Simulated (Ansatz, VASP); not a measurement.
**One calculation of Y2CN2O2, two programs**

INCAR

```
PREC = Accurate ; ENCUT = 520
EDIFF = 1E-6 ; ISMEAR = 0
SIGMA = 0.01 ; LREAL = False
LASPH = True ; NELM = 60
ALGO = Normal ; ISIF = 2
LWAVE = False ; LCHARG = False
NBANDS = 33
```

File KPOINTS:

```
Automatic mesh
0
Gamma
  5 5 2
```

POSCAR

```
Y2CN2O2
1.0
    3.6989890000      0.0000000000      0.0000000000
   -1.8494945000      3.2034184423      0.0000000000
    0.0000000000      0.0000000000      8.1688550000
Y C N O
2 1 2 2
Direct
    0.3333330000      0.6666670000      0.6775200000
    0.6666670000      0.3333330000      0.3224800000
    0.0000000000      0.0000000000      0.0000000000
    0.0000000000      0.0000000000      0.1501500000
    0.0000000000      0.0000000000      0.8498500000
    0.3333330000      0.6666670000      0.3966590000
    0.6666670000      0.3333330000      0.6033410000
```

Input for Ansatz:

```yaml
crystal:
  lattice:
    - [3.698989, 0.0, 0.0]
    - [-1.8494944999999992, 3.2034184423191974, 0.0]
    - [0.0, 0.0, 8.168855]
  atoms:
    - { symbol: "Y", position: [0.333333, 0.666667, 0.67752] }
    - { symbol: "Y", position: [0.666667, 0.333333, 0.32248] }
    - { symbol: C, position: [0.0, 0.0, 0.0] }
    - { symbol: "N", position: [0.0, 0.0, 0.15015] }
    - { symbol: "N", position: [0.0, 0.0, 0.84985] }
    - { symbol: O, position: [0.333333, 0.666667, 0.396659] }
    - { symbol: O, position: [0.666667, 0.333333, 0.603341] }
basis:
  ecutwfc: 489.804952427784
kpoints:
  mp_grid:
    grid: [5, 5, 2]
hamiltonian:
  xc: lda
scf:
  occupations:
    method: fixed
output:
  band_densities:
    - { bands: [v1, v1] }
    - { bands: [c1, c1] }
```

Alike in both runs: task single point; functional LDA; k mesh 5 × 5 × 2; no spin polarisation.

```csv
,VASP,Ansatz
version,VASP 6.6.1,Ansatz 0.2.0
potentials or method,"VASP PAW LDA potentials, release 64 (Y_sv, C, N, O), cutoff 520 eV","plane waves, PAW"
occupations,"gaussian, width 0.01 eV",fixed
valence electrons in the cell,48,48
```

```csv
,VASP,Ansatz,Ansatz less VASP
gap on the k mesh at the Fermi level (eV),3.70,3.72,+0.015
```

LDA's correlation is that of Perdew and Zunger in VASP and of Perdew and Wang (1992) in Ansatz. Ansatz's warnings: structure snapped to symmetry.

Noted on VASP's run: the standard files for N, O and F lose accuracy on very short bonds.
